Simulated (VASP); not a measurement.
# Sb (I4/mcm) in VASP: notebook

Runs on Sb. Level: PBEsol. Tasks: single point.

All numbers are computed with VASP 6.6.1; they aren't measurements. Logs are shortened: lines on timing, memory, paths and dates and some standing lists are left out, and cuts for length are marked.

## (1) The cell of the first run

The structure is tetragonal, space group I4/mcm (No. 140). The conventional cell has a = 8.060 Å, b = 8.060 Å, c = 3.889 Å, α = 90.00°, β = 90.00°, γ = 90.00°. Sb (site symmetry m2m) has 9 Sb at 2.97 to 3.89 Å within 3.9 Å.

## (2) Single point, PBEsol

INCAR reads:

```
SYSTEM = Sb
PREC = Accurate
ENCUT = 520
EDIFF = 1E-6
ISMEAR = -1
SIGMA = 0.05
LREAL = .False.
LASPH = .True.
NELM = 80
ALGO = Normal
ISIF = 2
LWAVE = .False.
LCHARG = .True.
GGA = PS
LELF = .True.
LVHAR = .True.
NBANDS = 18
```

KPOINTS reads:

```
Automatic mesh
0
Gamma
  7 7 7
  0 0 0
```

POSCAR reads:

```
Sb
1.0
   -4.0300106443      4.0300106443      1.9444672356
    4.0300106443     -4.0300106443      1.9444672356
    4.0300106443      4.0300106443     -1.9444672356
Sb
4
Direct
    0.6512630600      0.1512630600      0.8025261200
    0.1512630600      0.3487369400      0.5000000000
    0.3487369400      0.8487369400      0.1974738800
    0.8487369400      0.6512630600      0.5000000000
```

Potentials or basis: VASP PAW PBE potentials, release 64 (Sb).

Run with:

```sh
cat potpaw_PBE.64/Sb/POTCAR > POTCAR
mpirun -np 1 vasp_std > vasp.out
```

OUTCAR:

```text
SYSTEM = Sb
   PREC = Accurate
   ENCUT = 520
   EDIFF = 1E-6
   ISMEAR = -1
   LREAL = .False.
   LASPH = .True.
   NELM = 80
   ISIF = 2
   GGA = PS

 ion  position               nearest neighbor table
   1  0.651  0.151  0.803-   3 2.97   3 2.97   2 3.12   4 3.12   2 3.12   4 3.12   3 3.45
   2  0.151  0.349  0.500-   4 2.97   4 2.97   1 3.12   3 3.12   1 3.12   3 3.12   4 3.45
   3  0.349  0.849  0.197-   1 2.97   1 2.97   2 3.12   4 3.12   4 3.12   2 3.12   1 3.45
   4  0.849  0.651  0.500-   2 2.97   2 2.97   1 3.12   3 3.12   3 3.12   1 3.12   2 3.45

  LATTYP: Found a body centered tetragonal cell.
 ALAT       =     8.0600212886
 C/A-ratio  =     0.4824967989

  Lattice vectors:

 A1 = (  -4.0300106443,   4.0300106443,   1.9444672356)
 A2 = (   4.0300106443,  -4.0300106443,   1.9444672356)
 A3 = (   4.0300106443,   4.0300106443,  -1.9444672356)

Analysis of symmetry for initial positions (statically):
=====================================================================
 Subroutine PRICEL returns:
 Original cell was already a primitive cell.

 Routine SETGRP: Setting up the symmetry group for a
 body centered tetragonal supercell.

 Subroutine GETGRP returns: Found 16 space group operations
 (whereof  8 operations were pure point group operations)
 out of a pool of 16 trial point group operations.

The static configuration has the point symmetry C_4h.
 The point group associated with its full space group is D_4h.

Analysis of symmetry for dynamics (positions and initial velocities):
=====================================================================
 Subroutine PRICEL returns:
 Original cell was already a primitive cell.

 Routine SETGRP: Setting up the symmetry group for a
 body centered tetragonal supercell.

 Subroutine GETGRP returns: Found 16 space group operations
 (whereof  8 operations were pure point group operations)
 out of a pool of 16 trial point group operations.

The dynamic configuration has the point symmetry C_4h.
 The point group associated with its full space group is D_4h.

 Subroutine INISYM returns: Found 16 space group operations
 (whereof  8 operations are pure point group operations),
 and found     1 'primitive' translations

----------------------------------------------------------------------------------------

                                     Primitive cell

  volume of cell :     126.3203

  direct lattice vectors                    reciprocal lattice vectors
    -4.030010644  4.030010644  1.944467236     0.000000000  0.124069151  0.257139843
     4.030010644 -4.030010644  1.944467236     0.124069151  0.000000000  0.257139843
     4.030010644  4.030010644 -1.944467236     0.124069151  0.124069151  0.000000000

  length of vectors
     6.021870508  6.021870508  6.021870508     0.285506661  0.285506661  0.175460276

  position of ions in fractional coordinates (direct lattice)
     0.651263060  0.151263060  0.802526120
     0.151263060  0.348736940  0.500000000
     0.348736940  0.848736940  0.197473880
     0.848736940  0.651263060  0.500000000

  ion indices of the primitive-cell ions
   primitive index   ion index
                 1           1
                 2           2
                 3           3
                 4           4

----------------------------------------------------------------------------------------

 KPOINTS: Automatic mesh

Automatic generation of k-mesh.
 Grid dimensions read from file:
 generate k-points for:    7    7    7

 Generating k-lattice:

  Cartesian coordinates                     Fractional coordinates (reciprocal lattice)
     0.000000000  0.017724164  0.036734263     0.142857143  0.000000000  0.000000000
     0.017724164  0.000000000  0.036734263     0.000000000  0.142857143  0.000000000
     0.017724164  0.017724164  0.000000000     0.000000000  0.000000000  0.142857143

  Length of vectors
     0.040786666  0.040786666  0.025065754

  Shift w.r.t. Gamma in fractional coordinates (k-lattice)
     0.000000000  0.000000000  0.000000000

 Subroutine IBZKPT returns following result:
 ===========================================

 Found     40 irreducible k-points:

 Following reciprocal coordinates:
            Coordinates               Weight
  0.000000  0.000000  0.000000      1.000000
  0.142857  0.000000 -0.000000      8.000000
  0.285714  0.000000 -0.000000      8.000000
  0.428571  0.000000 -0.000000      8.000000
  0.142857  0.142857 -0.000000      8.000000
  0.285714  0.142857 -0.000000     16.000000
[... 16 lines left out ...]
 -0.142857  0.285714  0.142857      8.000000
 -0.428571  0.428571  0.142857      8.000000
 [... further k-points ...]
   k-points           NKPTS =     40   k-points in BZ     NKDIM =     40   number of bands    NBANDS=     18
   number of dos      NEDOS =    301   number of ions     NIONS =      4
   total plane-waves  NPLWV = 110592
   dimension x,y,z NGX =    48 NGY =   48 NGZ =   48
   dimension x,y,z NGXF=    96 NGYF=   96 NGZF=   96
   ions per type =               4
   NGX,Y,Z   is equivalent  to a cutoff of  13.25, 13.25, 13.25 a.u.
   NGXF,Y,Z  is equivalent  to a cutoff of  26.50, 26.50, 26.50 a.u.
 SYSTEM =  Sb
   PREC   = accura    normal or accurate (medium, high low for compatibility)
   ISTART =      0    job   : 0-new  1-cont  2-samecut
   ICHARG =      2    charge: 1-file 2-atom 10-const
   ISPIN  =      1    spin polarized calculation?
   LNONCOLLINEAR =      F non collinear calculations
   LSORBIT =      F    spin-orbit coupling
   LASPH  =      T    aspherical Exc in radial PAW
   ENCUT  =  520.0 eV  38.22 Ry    6.18 a.u.  11.20 11.20 11.20*2*pi/ulx,y,z
   NELM   =     80;   NELMIN=  2; NELMDL= -5     # of ELM steps
   EDIFF  = 0.1E-05   stopping-criterion for ELM
   LREAL  =      F    real-space projection
   EDIFFG = 0.1E-04   stopping-criterion for IOM
   NSW    =      0    number of steps for IOM
   IBRION =     -1    ionic relax: 0-MD 1-quasi-New 2-CG
   NFREE  =      0    steps in history (QN), initial steepest desc. (CG)
   ISIF   =      2    stress and relaxation
   ISYM   =      2    0-nonsym 1-usesym 2-fastsym
   POTIM  = 0.5000    time-step for ionic-motion
   TEBEG  =    0.0;   TEEND  =   0.0 temperature during run
   PSTRESS=    0.0 pullay stress
   NELECT =      20.0000    total number of electrons
   NUPDOWN=      -1.0000    fix difference up-down
   EMIN   =  10.00;   EMAX   =-10.00  energy-range for DOS
   EFERMI =   0.00;   METHOD = LEGACY
   ISMEAR =    -1;   SIGMA  =   0.05  broadening in eV -4-tet -1-fermi 0-gaus
   EFERMI_NEDOS =   21; number of points for ismear=-14 and -15
   IALGO  =     38    algorithm
   IMIX   =      4    mixing-type and parameters
     AMIX     =   0.40;   BMIX     =  1.00
     AMIX_MAG =   1.60;   BMIX_MAG =  1.00
  volume/ion in A,a.u.               =      31.58       213.11
  Fermi-wavevector in a.u.,A,eV,Ry     =   0.885647  1.673630 10.672002  0.784370
  Thomas-Fermi vector in A             =   2.006708
   LORBIT       =      0    0 simple, 1 ext, 2 COOP (PROOUT), +10 PAW based schemes
   GGA     = PS    functional components
   LHFCALC =     F    Hartree Fock is set to
   AEXX    =    0.0000 exact exchange contribution
   IVDW    =     0    specifies the selected vdW correction
   LEPSILON=     F    determine dielectric tensor
   LRPA    =     F    only Hartree local field effects (RPA)
 non-spin polarized calculation
  energy-cutoff  :      520.00
  volume of cell :      126.32
 maximum number of plane-waves:      3419
 NGX is ok and might be reduce to    48
   NGX = 23   NGY = 23   NGZ = 23

 number of electron      20.0000002 magnetization

 Free energy of the ion-electron system (eV)
  ---------------------------------------------------
  ext. energy  EPLUGINS =         0.00000000
  ---------------------------------------------------
  free energy    TOTEN  =       -17.13031691 eV

  energy without entropy =      -17.10012852  energy(sigma->0) =      -17.11522271

 E-fermi :   6.4931     XC(G=0):  -9.2732

 val. band max:        6.4874201034   @ k =  -0.2857   0.2857   0.2857
 cond. band min:       6.4939475525   @ k =  -0.2857  -0.2857   0.2857
 fundamental gap:      0.0065274491
 Fermi energy:         6.4931253613

 k-point     1 :       0.0000    0.0000    0.0000
  band No.  band energies     occupation
      1      -6.4392      2.00000
      2      -2.9808      2.00000
      3      -1.7053      2.00000
      4      -1.7053      2.00000
      5       1.2523      2.00000
      6       4.5727      2.00000
[... 10 lines left out ...]
     17      12.5008      0.00000
     18      13.5663      0.00000

 k-point     2 :       0.1429    0.0000   -0.0000
  band No.  band energies     occupation
      1      -6.1967      2.00000
      2      -3.0078      2.00000
      3      -1.7410      2.00000
      4      -1.3829      2.00000
      5       1.6459      2.00000
      6       3.2910      2.00000
[... 10 lines left out ...]
     17      11.3221      0.00000
     18      12.8530      0.00000

 k-point     3 :       0.2857    0.0000   -0.0000
  band No.  band energies     occupation
      1      -5.4739      2.00000
      2      -2.8797      2.00000
      3      -1.8066      2.00000
      4      -1.3168      2.00000
      5       1.8264      2.00000
      6       1.9181      2.00000
[... 10 lines left out ...]
     17      11.5048      0.00000
     18      13.3321      0.00000

 k-point     4 :       0.4286    0.0000   -0.0000
  band No.  band energies     occupation
      1      -4.2948      2.00000
      2      -2.8198      2.00000
      3      -2.3702      2.00000
      4      -2.0033      2.00000
      5       1.2024      2.00000
      6       1.4085      2.00000
[... 375 lines left out ...]
      4      -0.4640      2.00000
      5       2.5548      2.00000
      6       3.1870      2.00000
[... 10 lines left out ...]
     17      10.8874      0.00000
     18      11.5570      0.00000

 k-point    23 :      -0.1429    0.2857    0.1429
  band No.  band energies     occupation
      1      -5.9044      2.00000
      2      -3.6725      2.00000
      3      -2.5447      2.00000
      4      -0.4455      2.00000
      5       2.5689      2.00000
      6       2.9822      2.00000
[... 10 lines left out ...]
     17      11.4104      0.00000
     18      11.9834      0.00000

 k-point    24 :      -0.4286    0.4286    0.1429
  band No.  band energies     occupation
      1      -5.8380      2.00000
      2      -4.4750      2.00000
      3      -2.5346      2.00000
      4      -0.2620      2.00000
      5       2.6809      2.00000
      6       3.7174      2.00000
[... 10 lines left out ...]
     17      10.9558      0.00000
     18      11.4688      0.00000

 [... further k-points ...]
[... 5 lines left out ...]
  --------------------------------------------------------------------------------------
  -------------------------------------------------------------------------------------
  Total        1.1960135      1.1960135      2.6093209      0.0000000      0.0000000     -0.0000000
  in kB       15.1695832     15.1695832     33.0952041      0.0000000      0.0000000     -0.0000000
  external PRESSURE =      21.1447902 kB  Pullay stress =       0.0000000 kB

 VOLUME and BASIS-vectors are now :
 -----------------------------------------------------------------------------
  energy-cutoff  :      520.00
  volume of cell :      126.32
      direct lattice vectors                 reciprocal lattice vectors
    -4.030010644  4.030010644  1.944467236     0.000000000  0.124069151  0.257139843
     4.030010644 -4.030010644  1.944467236     0.124069151  0.000000000  0.257139843
     4.030010644  4.030010644 -1.944467236     0.124069151  0.124069151  0.000000000

 POSITION                                       TOTAL-FORCE (eV/Angst)
 -----------------------------------------------------------------------------------
      1.21918      5.24919     -0.00000         0.026388      0.026388      0.000000
      2.81083      1.21918      0.00000        -0.026388      0.026388     -0.000000
      2.81083     -1.21918      1.94447        -0.026388     -0.026388     -0.000000
      1.21918      2.81083      1.94447         0.026388     -0.026388     -0.000000
 -----------------------------------------------------------------------------------
    total drift:                                0.000000     -0.000000     -0.000000

  FREE ENERGIE OF THE ION-ELECTRON SYSTEM (eV)
  ---------------------------------------------------
  free  energy   TOTEN  =       -17.1303169089 eV

  energy  without entropy=      -17.1001285191  energy(sigma->0) =      -17.11522271
```

Run time: 2.4 min. Hardware: 1 thread of Intel Xeon Platinum 8124M at 3.00GHz (Skylake/Cascade Lake), shared host; peak memory 0.33 GiB.

What came out:

```
Free energy            : -17.1303 eV
Pressure               : 2.1 GPa
Largest force          : 0.037 eV/Å
Band gap on the k mesh : zero (band 10 reaches 7.27 eV, above the bottom of band 11 at 5.74 eV)
```

Forces in eV/Å, atoms in the order of the input:
```
Sb   0.026  0.026  0.000
Sb  -0.026  0.026  0.000
Sb  -0.026 -0.026  0.000
Sb   0.026 -0.026  0.000
```

Caveat: the PAW data sets were made with another functional, which shifts forces and pressure a little; spin-orbit coupling is left out, which moves the levels of the heavy elements.

## (3) Single point, PBEsol

This run uses another cell than the first one, of 32.24 Å³/atom, 1.021 times its volume.

INCAR reads:

```
SYSTEM = Sb
PREC = Accurate ; ENCUT = 520
EDIFF = 1E-6 ; ISMEAR = -1
SIGMA = 0.05 ; LREAL = .FALSE.
LASPH = .TRUE. ; NELM = 100
ALGO = Normal ; ISIF = 2
LWAVE = .FALSE. ; LCHARG = .FALSE.
GGA = PS ; NBANDS = 18
```

KPOINTS reads:

```
Automatic mesh
0
G
  7 7 7
  0 0 0
```

POSCAR reads:

```
Sb
1.0
   -4.0300106443      4.0300106443      1.9849769697
    4.0300106443     -4.0300106443      1.9849769697
    4.0300106443      4.0300106443     -1.9849769697
Sb
4
Direct
    0.6512630600      0.1512630600      0.8025261200
    0.1512630600      0.3487369400      0.5000000000
    0.3487369400      0.8487369400      0.1974738800
    0.8487369400      0.6512630600      0.5000000000
```

Potentials or basis: VASP PAW PBE potentials, release 64 (Sb).

Run with:

```sh
cat potpaw_PBE.64/Sb/POTCAR > POTCAR
mpirun -np 1 vasp_std > vasp.out
```

Run time: 2.3 min. Hardware: 1 thread of Intel Xeon Platinum 8124M at 3.00GHz (Skylake/Cascade Lake), shared host; peak memory 0.33 GiB.

Results (log left out):

```
Free energy            : -17.1696 eV
Pressure               : 0.6 GPa
Largest force          : 0.017 eV/Å
Band gap on the k mesh : zero (band 10 reaches 6.88 eV, above the bottom of band 11 at 5.38 eV)
```

Forces in eV/Å, atoms in the order of the input:
```
Sb  -0.012 -0.012  0.000
Sb   0.012 -0.012  0.000
Sb   0.012  0.012  0.000
Sb  -0.012  0.012  0.000
```

Stress tensor (GPa, compression positive):
```
0.24 0.00 0.00
0.00 0.24 0.00
0.00 0.00 1.45
```

Levels at points of the mesh, in eV from the Fermi level:
```tsv
k point	band 8	band 9	band 10	band 11	band 12	band 13
(0.00, 0.00, 0.00)	-1.12	-0.93	-0.85	-0.85	-0.19	2.62
```

Caveat: the PAW data sets were made with another functional, which shifts forces and pressure a little; spin-orbit coupling is left out, which moves the levels of the heavy elements.

[end of part 1 of 2]
